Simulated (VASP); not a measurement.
A run of VASP 6.6.1 is set up as follows.

The input INCAR:

```
PREC = Accurate
ENCUT = 520
EDIFF = 1E-6
ISMEAR = 0
SIGMA = 0.01
LREAL = False
LASPH = True
NELM = 100
ALGO = Normal
ISIF = 2
LWAVE = False
LCHARG = False
GGA = PE
NBANDS = 50
```

Contents of KPOINTS:

```
regular mesh
0
Gamma
  10 10 4
```

The input POSCAR:

```
SnO
1.0
    2.5000000000     -2.8600000000      0.0000000000
    2.5000000000      2.8600000000      0.0000000000
    0.0000000000      0.0000000000     11.1200000000
Sn O
4 4
Direct
    0.0000000000      0.0000000000      0.0000000000
    0.0000000000      0.0000000000      0.5000000000
    0.5590000000      0.4410000000      0.2540000000
    0.4410000000      0.5590000000      0.7540000000
    0.9300000000      0.4300000000      0.3800000000
    0.0700000000      0.5700000000      0.8800000000
    0.5700000000      0.0700000000      0.3800000000
    0.4300000000      0.9300000000      0.8800000000
```

Potentials or basis: VASP PAW PBE potentials, release 64 (Sn_d, O).

Run with:

```console
$ cat potpaw_PBE.64/Sn_d/POTCAR potpaw_PBE.64/O/POTCAR > POTCAR
$ mpirun -np 1 vasp_std > vasp.out
```

(1) What does it give for the pressure?

(2) Predict the largest force.

Answers

(1) 10.2 GPa.

(2) 8.910 eV/Å.

Caveat: the cell stands under pressure; forces of over 1 eV/Å act on the atoms, so gaps and moduli don't describe the material at rest.
